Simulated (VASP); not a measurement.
# Mg12O13 in VASP: single point with PBE

Aim: the single point of Mg12O13 with PBE.

Program: VASP 6.6.1. These are calculated values, not measurements. Logs are shortened: lines on timing, memory, paths and dates and some standing lists are left out, and cuts for length are marked.

### 1 The cell of the first run

The cell holds a slab with vacuum, 25 atoms: a = 5.614 Å, b = 5.614 Å, c = 18.730 Å, α = 90.00°, β = 90.00°, γ = 60.00°.

### 2 Single point, PBE, collinear spin

The input, INCAR:

```
SYSTEM = Mg12O13
ALGO = Normal ; EDIFF = 1E-6
ENCUT = 520 ; GGA = PE
ISIF = 2 ; ISMEAR = -1
ISPIN = 2 ; LASPH = .TRUE.
LCHARG = .TRUE. ; LELF = .TRUE.
LORBIT = 11 ; LREAL = Auto
LVHAR = .TRUE. ; LWAVE = .FALSE.
MAGMOM = 0 0 0 0 0 0 0 0 0 0 0 0 0 0 0 0 0 0 0 0 -0.39 -0.39 -0.39 0.45 0.61 ; NBANDS = 73
NELM = 150 ; PREC = Accurate
SIGMA = 0.02
```

The input, KPOINTS:

```
k-points
0
G
  2 2 1
  0 0 0
```

The input, POSCAR:

```
Mg12O13
1.0
    5.6144280000      0.0000000000      0.0000000000
    2.8072140000      4.8622370000      0.0000000000
    0.0000000000      0.0000000000     18.7302010000
Mg O
12 13
Direct
    0.0000000000      0.0000000000      0.0533897100
    0.0000006556      0.4999961952      0.0533897100
    0.4999975064      0.0000000000      0.0533897100
    0.4999981621      0.4999961952      0.0533897100
    0.6685835062      0.6727973153      0.1842585672
    0.6688105605      0.1720607202      0.1919787193
    0.1861434415      0.6607658162      0.1879477962
    0.1566123310      0.1795058530      0.1841944996
    0.3370226631      0.3327892079      0.3206105476
    0.3645976147      0.8501642351      0.3226180007
    0.8397836935      0.3456433736      0.3271934989
    0.8382630382      0.8321889698      0.3204290226
    0.3333259081      0.8333407031      0.1145743177
    0.3333355358      0.3333239412      0.1145743177
    0.8333234145      0.8333407031      0.1145743177
    0.8333330422      0.3333239412      0.1145743177
    0.0058127943      0.4939290290      0.2489775737
   -0.0102673648      0.0070337995      0.2486946082
    0.4899152507      0.5102589611      0.2559342529
    0.4994279034     -0.0065196328      0.2422024195
    0.7003545216      0.1288501568      0.3849558262
    0.6730152897      0.6833480145      0.3807006663
    0.1769951992      0.1518848217      0.3799959221
    0.1978315806      0.6500711504      0.4057511182
    0.1299476149      0.6828544145      0.4687029253
```

Potentials or basis: VASP PAW PBE potentials, release 64 (Mg, O).

Started as:

```console
cat potpaw_PBE.64/Mg/POTCAR potpaw_PBE.64/O/POTCAR > POTCAR
mpirun -np 1 vasp_std > vasp.out
```

OUTCAR:

```text
SYSTEM = Mg12O13
   EDIFF = 1E-6
   ENCUT = 520
   GGA = PE
   ISIF = 2
   ISMEAR = -1
   ISPIN = 2
   LASPH = .TRUE.
   LORBIT = 11
   LREAL = Auto
   NELM = 150
   PREC = Accurate

 ion  position               nearest neighbor table
   1  0.000  0.000  0.053-  16 1.98  13 1.98  15 1.98   2 2.81   3 2.81   4 2.81   4 2.81   3 2.81
                             2 2.81   8 2.95   7 3.01   6 3.05
   2  0.000  0.500  0.053-  14 1.98  16 1.99  15 1.99   1 2.81   3 2.81   4 2.81   4 2.81   3 2.81
                             1 2.81   8 2.90   5 2.93   7 3.03
   3  0.500  0.000  0.053-  14 1.98  15 1.98  13 1.98   2 2.81   4 2.81   1 2.81   1 2.81   4 2.81
                             2 2.81   5 2.92   8 2.97   6 3.08
   4  0.500  0.500  0.053-  16 1.98  14 1.98  13 1.99   3 2.81   2 2.81   1 2.81   1 2.81   2 2.81
                             3 2.81   7 2.95   5 2.96   6 3.05
   5  0.669  0.673  0.184-  20 1.90  17 2.04  15 2.05  13 2.09  16 2.10  19 2.13   7 2.74   8 2.75
                             6 2.81   6 2.81   8 2.86   7 2.87   3 2.92   2 2.93   4 2.96  10 2.99
   6  0.669  0.172  0.192-  18 1.89  20 1.94  19 2.04  16 2.15  14 2.18  15 2.19   7 2.73   8 2.76
                             5 2.81   5 2.81   8 2.86   7 2.89   9 2.90  12 2.92  11 3.04   4 3.05
   7  0.186  0.661  0.188-  19 1.95  18 2.04  17 2.04  13 2.08  14 2.11  15 2.20   6 2.73   5 2.74
                             8 2.79   8 2.83   5 2.87   6 2.89   4 2.95   9 2.95  12 3.00   1 3.01
   8  0.157  0.180  0.184-  17 1.95  20 1.99  16 2.04  18 2.05  14 2.07  13 2.13   5 2.75   6 2.76
                             7 2.79   7 2.83   6 2.86   5 2.86   2 2.90   1 2.95   3 2.97   9 3.03
   9  0.337  0.333  0.321-  23 2.00  19 2.01  17 2.10  21 2.14  20 2.21  24 2.22  10 2.64  11 2.76
                            12 2.80  12 2.81  11 2.86   6 2.90   7 2.95  10 2.99   8 3.03
  10  0.365  0.850  0.323-  23 1.83  22 1.85  20 2.02  19 2.09  18 2.30  24 2.37  12 2.61   9 2.64
                            11 2.76  11 2.87   9 2.99   5 2.99  12 3.01   8 3.06   7 3.09
  11  0.840  0.346  0.327-  23 1.92  22 1.92  21 2.05  17 2.12  19 2.16  18 2.21  12 2.73  10 2.76
                             9 2.76   9 2.86  10 2.87  12 2.89   6 3.04   8 3.09   5 3.11
  12  0.838  0.832  0.320-  21 1.88  22 1.90  18 2.08  17 2.12  20 2.21  24 2.37  10 2.61  11 2.73
                             9 2.80   9 2.81  11 2.89   6 2.92   7 3.00  10 3.01   5 3.01
  13  0.333  0.833  0.115-   1 1.98   3 1.98   4 1.99   7 2.08   5 2.09   8 2.13
  14  0.333  0.333  0.115-   3 1.98   2 1.98   4 1.98   8 2.07   7 2.11   6 2.18
  15  0.833  0.833  0.115-   3 1.98   1 1.98   2 1.99   5 2.05   6 2.19   7 2.20
  16  0.833  0.333  0.115-   1 1.98   4 1.98   2 1.99   8 2.04   5 2.10   6 2.15
  17  0.006  0.494  0.249-   8 1.95   7 2.04   5 2.04   9 2.10  11 2.12  12 2.12
  18  0.990  0.007  0.249-   6 1.89   7 2.04   8 2.05  12 2.08  11 2.21  10 2.30
  19  0.490  0.510  0.256-   7 1.95   9 2.01   6 2.04  10 2.09   5 2.13  11 2.16
  20  0.499  0.993  0.242-   5 1.90   6 1.94   8 1.99  10 2.02  12 2.21   9 2.21
  21  0.700  0.129  0.385-  12 1.88  11 2.05   9 2.14
  22  0.673  0.683  0.381-  10 1.85  12 1.90  11 1.92
  23  0.177  0.152  0.380-  10 1.83  11 1.92   9 2.00
  24  0.198  0.650  0.406-  25 1.22   9 2.22  12 2.37  10 2.37
  25  0.130  0.683  0.469-  24 1.22

  LATTYP: Found a hexagonal cell.
 ALAT       =     5.6144277612
 C/A-ratio  =     3.3360837109

  Lattice vectors:

 A1 = (  -2.8072140000,  -4.8622370000,   0.0000000000)
 A2 = (   5.6144280000,   0.0000000000,   0.0000000000)
 A3 = (   0.0000000000,   0.0000000000,  18.7302010000)

Analysis of symmetry for initial positions (statically):
=====================================================================
 Subroutine PRICEL returns:
 Original cell was already a primitive cell.

 Routine SETGRP: Setting up the symmetry group for a
 hexagonal supercell.

 Subroutine GETGRP returns: Found  1 space group operations
 (whereof  1 operations were pure point group operations)
 out of a pool of 24 trial point group operations.

The static configuration has the point symmetry C_1 .

Analysis of symmetry for dynamics (positions and initial velocities):
=====================================================================
 Subroutine PRICEL returns:
 Original cell was already a primitive cell.

 Routine SETGRP: Setting up the symmetry group for a
 hexagonal supercell.

 Subroutine GETGRP returns: Found  1 space group operations
 (whereof  1 operations were pure point group operations)
 out of a pool of 24 trial point group operations.

The dynamic configuration has the point symmetry C_1 .

Analysis of structural, dynamic, and magnetic symmetry:
=====================================================================
 Subroutine PRICEL returns:
 Original cell was already a primitive cell.

 Routine SETGRP: Setting up the symmetry group for a
 hexagonal supercell.

 Subroutine GETGRP returns: Found  1 space group operations
 (whereof  1 operations were pure point group operations)
 out of a pool of 24 trial point group operations.

The overall configuration has the point symmetry C_1 .

 Subroutine INISYM returns: Found  1 space group operations
 (whereof  1 operations are pure point group operations),
 and found     1 'primitive' translations

----------------------------------------------------------------------------------------

                                     Primitive cell

  volume of cell :     511.3098

[... 101 lines left out ...]
   NGX,Y,Z   is equivalent  to a cutoff of  12.44, 12.44, 12.43 a.u.
   NGXF,Y,Z  is equivalent  to a cutoff of  24.87, 24.87, 24.85 a.u.
 SYSTEM =  Mg12O13
   PREC   = accura    normal or accurate (medium, high low for compatibility)
   ISTART =      0    job   : 0-new  1-cont  2-samecut
   ICHARG =      2    charge: 1-file 2-atom 10-const
   ISPIN  =      2    spin polarized calculation?
   LNONCOLLINEAR =      F non collinear calculations
   LSORBIT =      F    spin-orbit coupling
   LASPH  =      T    aspherical Exc in radial PAW
   ENCUT  =  520.0 eV  38.22 Ry    6.18 a.u.  10.44 10.44 34.83*2*pi/ulx,y,z
   NELM   =    150;   NELMIN=  2; NELMDL= -5     # of ELM steps
   EDIFF  = 0.1E-05   stopping-criterion for ELM
   LREAL  =      T    real-space projection
   EDIFFG = 0.1E-04   stopping-criterion for IOM
   NSW    =      0    number of steps for IOM
   IBRION =     -1    ionic relax: 0-MD 1-quasi-New 2-CG
   NFREE  =      0    steps in history (QN), initial steepest desc. (CG)
   ISIF   =      2    stress and relaxation
   ISYM   =      2    0-nonsym 1-usesym 2-fastsym
   POTIM  = 0.5000    time-step for ionic-motion
   TEBEG  =    0.0;   TEEND  =   0.0 temperature during run
   PSTRESS=    0.0 pullay stress
   NELECT =     102.0000    total number of electrons
   NUPDOWN=      -1.0000    fix difference up-down
   EMIN   =  10.00;   EMAX   =-10.00  energy-range for DOS
   EFERMI =   0.00;   METHOD = LEGACY
   ISMEAR =    -1;   SIGMA  =   0.02  broadening in eV -4-tet -1-fermi 0-gaus
   EFERMI_NEDOS =   21; number of points for ismear=-14 and -15
   IALGO  =     38    algorithm
   IMIX   =      4    mixing-type and parameters
     AMIX     =   0.40;   BMIX     =  1.00
     AMIX_MAG =   1.60;   BMIX_MAG =  1.00
  volume/ion in A,a.u.               =      20.45       138.02
  Fermi-wavevector in a.u.,A,eV,Ry     =   0.956563  1.807642 12.449502  0.915013
  Thomas-Fermi vector in A             =   2.085502
   LORBIT       =     11    0 simple, 1 ext, 2 COOP (PROOUT), +10 PAW based schemes
   GGA     = PE    functional components
   LHFCALC =     F    Hartree Fock is set to
   AEXX    =    0.0000 exact exchange contribution
   IVDW    =     0    specifies the selected vdW correction
   LEPSILON=     F    determine dielectric tensor
   LRPA    =     F    only Hartree local field effects (RPA)
 spin polarized calculation
  energy-cutoff  :      520.00
  volume of cell :      511.31
 maximum number of plane-waves:     13869
 NGX is ok and might be reduce to    42
   NGX = 21   NGY = 21   NGZ = 69

 number of electron     102.0000004 magnetization      -0.0149405

 number of electron     102.0000004 magnetization       0.5292591

 Free energy of the ion-electron system (eV)
  ---------------------------------------------------
  ext. energy  EPLUGINS =         0.00000000
  ---------------------------------------------------
  free energy    TOTEN  =      -125.36270274 eV

  energy without entropy =     -125.35674010  energy(sigma->0) =     -125.35972142

 E-fermi :  -1.3132     XC(G=0):  -5.9540

 val. band max:       -1.3794679957   @ k =   0.0000   0.5000   0.0000
 cond. band min:      -1.2788753259   @ k =   0.0000   0.0000   0.0000
 fundamental gap:      0.1005926698
 Fermi energy:        -1.3132259100

 spin component 1

 k-point     1 :       0.0000    0.0000    0.0000
  band No.  band energies     occupation
      1     -28.5143      1.00000
      2     -21.1184      1.00000
      3     -20.0238      1.00000
      4     -19.9436      1.00000
      5     -19.9089      1.00000
      6     -19.7261      1.00000
[... 253 lines left out ...]
     62       5.7721      0.00000
     63       6.2939      0.00000
 Fermi energy:        -1.3132259100

 spin component 2

 k-point     1 :       0.0000    0.0000    0.0000
  band No.  band energies     occupation
      1     -27.3831      1.00000
      2     -21.1187      1.00000
      3     -20.0245      1.00000
      4     -19.9485      1.00000
      5     -19.9111      1.00000
      6     -19.7269      1.00000
[... 253 lines left out ...]
     62       5.8137      0.00000
     63       6.3429      0.00000
 [bands above 63 left out]

------------------------ aborting loop because EDIFF is reached ----------------------------------------

  FORCE on cell =-STRESS in cart. coord.  units (eV):
  Direction    XX          YY          ZZ          XY          YZ          ZX
  --------------------------------------------------------------------------------------
  -------------------------------------------------------------------------------------
  Total       43.4240162     46.0352499      4.6580303     -1.2900640      1.5667789     -0.0644504
  in kB      136.0681538    144.2503943     14.5958304     -4.0423858      4.9094655     -0.2019537
  external PRESSURE =      98.3047928 kB  Pullay stress =       0.0000000 kB

 VOLUME and BASIS-vectors are now :
 -----------------------------------------------------------------------------
  energy-cutoff  :      520.00
  volume of cell :      511.31
      direct lattice vectors                 reciprocal lattice vectors
     5.614428000  0.000000000  0.000000000     0.178112534 -0.102833325  0.000000000
     2.807214000  4.862237000  0.000000000     0.000000000  0.205666651  0.000000000
     0.000000000  0.000000000 18.730201000     0.000000000  0.000000000  0.053389710

 POSITION                                       TOTAL-FORCE (eV/Angst)
 -----------------------------------------------------------------------------------
      0.00000      0.00000      1.00000        -0.130585     -0.078416     -0.730046
      1.40360      2.43110      1.00000         0.085997      0.118433     -0.903805
      2.80720      0.00000      1.00000         0.112045      0.040491     -0.745019
      4.21080      2.43110      1.00000        -0.044612     -0.063372     -0.883053
      5.64240      3.27130      3.45120         0.083040     -0.375486      0.374283
      4.23800      0.83660      3.59580        -0.382098     -0.108063     -0.806138
[... 17 lines left out ...]
      2.93560      3.16080      7.59980         0.123581     -0.095589     -0.633688
      2.64650      3.32020      8.77890        -0.087297      0.025204      0.660754
 -----------------------------------------------------------------------------------
    total drift:                               -0.004667      0.007216     -0.018230

  FREE ENERGIE OF THE ION-ELECTRON SYSTEM (eV)
  ---------------------------------------------------
  free  energy   TOTEN  =      -125.3627027426 eV

  energy  without entropy=     -125.3567400974  energy(sigma->0) =     -125.35972142

 total charge

# of ion       s       p       d       tot
------------------------------------------
    1        0.202   0.187   0.064   0.454
    2        0.203   0.189   0.065   0.457
    3        0.202   0.188   0.065   0.455
    4        0.203   0.188   0.064   0.455
    5        0.166   0.212   0.100   0.479
    6        0.171   0.217   0.103   0.491
[... 17 lines left out ...]
   24        1.584   3.411   0.000   4.995
   25        1.622   3.216   0.000   4.839
--------------------------------------------------
tot         22.552  48.073   1.043  71.667

 magnetization (x)

# of ion       s       p       d       tot
------------------------------------------
    1       -0.000  -0.000  -0.000  -0.000
    2       -0.000  -0.000  -0.000  -0.000
    3       -0.000  -0.000  -0.000  -0.000
    4       -0.000  -0.000  -0.000  -0.000
    5        0.000   0.000   0.000   0.000
    6        0.000   0.000   0.000   0.000
[... 17 lines left out ...]
   24        0.010   0.612   0.000   0.623
   25        0.011   0.883   0.000   0.894
--------------------------------------------------
tot          0.024   0.365  -0.014   0.375
```

Wall time 48 min (1 thread of Intel Xeon 8259CL, shared host); peak memory 0.84 GiB.

What came out:

* Free energy: -125.3627 eV
* Largest force: 1.874 eV/Å
* Net moment: 0.53 μB per cell
* Site moments: Mg -0.00, +0.00, -0.01, +0.01 (each value once); O -0.00, +0.00, -0.45, -0.35, -0.34, +0.62, +0.89 (each value once) μB
* Valence electrons inside the program's atomic spheres: Mg 0.45, 0.46, 0.48, 0.49, 0.47, 0.43, 0.53, 0.50 (each value once); O 5.16, 5.15, 5.14, 5.18, 4.92, 5.01, 5.00, 4.84 (each value once)

Forces in eV/Å, atoms in the order of the input:
```
Mg  -0.131 -0.078 -0.730
Mg   0.086  0.118 -0.904
Mg   0.112  0.040 -0.745
Mg  -0.045 -0.063 -0.883
Mg   0.083 -0.375  0.374
Mg  -0.382 -0.108 -0.806
Mg  -1.074  0.886  0.079
Mg   0.124 -0.937  0.576
Mg   0.423 -1.247  0.970
Mg  -1.460 -0.495 -1.067
Mg  -0.841 -1.029  0.316
Mg   0.431  0.370 -0.723
O   -0.033 -0.134  0.564
O    0.232  0.212  0.738
O    0.229 -0.046  0.402
O   -0.200  0.227  0.894
O    0.344  0.822  0.179
O    0.931 -0.823  0.245
O    0.366 -0.195 -0.402
O    0.233  0.831  0.877
O   -0.417  1.449 -0.694
O    0.480 -0.655  0.427
O    0.471  1.300  0.286
O    0.124 -0.096 -0.634
O   -0.087  0.025  0.661
```

Caveat: the k points lie up to 0.65 Å⁻¹ apart; the standard files for N, O and F lose accuracy on very short bonds; there is no dipole correction, which matters where the two faces differ.
